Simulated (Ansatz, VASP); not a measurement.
## Two plane-wave programs on ZnSe

```
Zn Se
1.0
     3.32515    0.00000    0.00000
     0.00000    3.32515    0.00000
     0.00000    0.00000    3.32515
Zn Se
1 1
Cartesian
  0.0000 0.0000 0.0000
  1.6626 1.6626 1.6626
```

Alike in both runs: task single point; functional PBEsol; k mesh 6 × 6 × 6; occupations fermi-dirac, width 0.02 eV; no spin polarisation.

|  | VASP | Ansatz |
| --- | --- | --- |
| version | VASP 6.6.1 | Ansatz 0.2.0 |
| potentials or method | VASP PAW PBE potentials, release 64 (Zn, Se) | plane waves |
| plane-wave cutoff (eV) | 520 | 420 |
| valence electrons in the cell | 18 | 28 |

VASP gave:

* pressure (GPa): -2.9

**Question.** Estimate Ansatz's values.

**Answer.** Pressure (GPa): -3.1.

VASP's potentials were made for PBE, not for PBEsol. VASP's potentials hold 18 valence electrons a cell and Ansatz's 28, so a difference there can come from the potentials and not from the codes.
